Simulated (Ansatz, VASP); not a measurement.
Na4Au in VASP and in Ansatz

Contents of INCAR:

```
SYSTEM = Na4Au
PREC = Accurate
ENCUT = 520
EDIFF = 1E-7
ISMEAR = 0
SIGMA = 0.1
LREAL = .False.
LASPH = .True.
NELM = 60
ALGO = Normal
ISIF = 2
LWAVE = .False.
LCHARG = .False.
GGA = PE
NBANDS = 28
```

KPOINTS

```
regular mesh
0
Gamma
  4 4 4
  0 0 0
```

The input POSCAR:

```
Na4Au
1.0
   -3.4807443000      3.4807443000      3.4807443000
    3.4807443000     -3.4807443000      3.4807443000
    3.4807443000      3.4807443000     -3.4807443000
Na Au
4 1
Direct
    0.5000000000      0.5000000000      0.5000000000
    0.0000000000      0.0000000000      0.5000000000
    0.0000000000      0.5000000000      0.0000000000
    0.5000000000      0.0000000000      0.0000000000
    0.0000000000      0.0000000000      0.0000000000
```

Input for Ansatz:

```yaml
crystal:
  lattice:
    - [-3.4807443, 3.4807443, 3.4807443]
    - [3.4807443, -3.4807443, 3.4807443]
    - [3.4807443, 3.4807443, -3.4807443]
  atoms:
    - { symbol: Na, position: [0.5, 0.5, 0.5] }
    - { symbol: Na, position: [0.0, 0.0, 0.5] }
    - { symbol: Na, position: [0.0, 0.5, 0.0] }
    - { symbol: Na, position: [0.5, 0.0, 0.0] }
    - { symbol: Au, position: [0.0, 0.0, 0.0] }
basis:
  ecutwfc: 420
kpoints:
  mp_grid: { grid: [4, 4, 4] }
hamiltonian:
  xc: pbe
scf:
  occupations: { method: gaussian, width: 0.1 }
  lower_state_search: "off"
output:
  forces: true
  stress: true
  eigenvalues: true
```

Alike in both runs: task single point; functional PBE; k mesh 4 × 4 × 4; occupations gaussian, width 0.1 eV; no spin polarisation.

|  | VASP | Ansatz |
| --- | --- | --- |
| version | VASP 6.6.1 | Ansatz 0.2.0 |
| potentials or method | VASP PAW PBE potentials, release 64 (Na_pv, Au), cutoff 520 eV | scalar-relativistic, plane waves, PAW |
| valence electrons in the cell | 39 | 55 |

|  | VASP | Ansatz | Ansatz less VASP |
| --- | --- | --- | --- |
| gap on the k mesh at the Fermi level (eV) | none | none | - |
| pressure (GPa) | -0.1 | -0.1 | +0.01 |

A gap of «none» marks a metal or a gap that the smearing closes. VASP's potentials hold 39 valence electrons a cell and Ansatz's 55, so a difference there can come from the potentials and not from the codes.

Neither program's run includes spin-orbit coupling.
